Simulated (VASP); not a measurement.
# Rh: single point with PBEsol

Rh:

```
Rh
1.0
     0.00000    1.90299    1.90299
     1.90299    0.00000    1.90299
     1.90299    1.90299    0.00000
Rh
1
Direct
  0.00000 0.00000 0.00000
```

| Property | Result |
| --- | --- |
| Program | VASP 6.6.1 |
| Task | single point |
| Functional | PBEsol |
| Potentials or basis | VASP PAW PBE potentials, release 64 (Rh_pv) |
| Cutoff | 500 eV |
| k mesh | 18 × 18 × 18 |
| Occupations | fermi-dirac, width 0.05 eV |
| Spin | no spin polarisation |

```
Pressure               : -5.8 GPa
Band gap on the k mesh : zero (an odd number of electrons rules out a gap without spin polarisation)
```

Levels at points of the mesh, in eV from the Fermi level:
```
           k point  band 3  band 4  band 5  band 6  band 7  band 8  band 9  band 10  band 11  band 12
(0.00, 0.00, 0.00)  -46.34   -8.04   -3.09   -3.09   -3.09   -0.99   -0.99    15.93    20.36    21.37
(0.50, 0.00, 0.00)  -46.44   -6.15   -3.16   -3.16    0.57    0.57    0.65     8.56    15.44    20.36
(0.50, 0.50, 0.00)  -46.61   -6.33   -5.96    0.55    0.98    0.98    3.17    12.19    13.21    13.21
```

Run time: 15 s on 1 thread of Intel(R) Xeon(R) Platinum 8559C (Emerald Rapids), with other jobs on the host, peak memory 0.14 GiB.

Caveat: the cell stands under tension; the PAW data sets were made with another functional, which shifts forces and pressure a little.
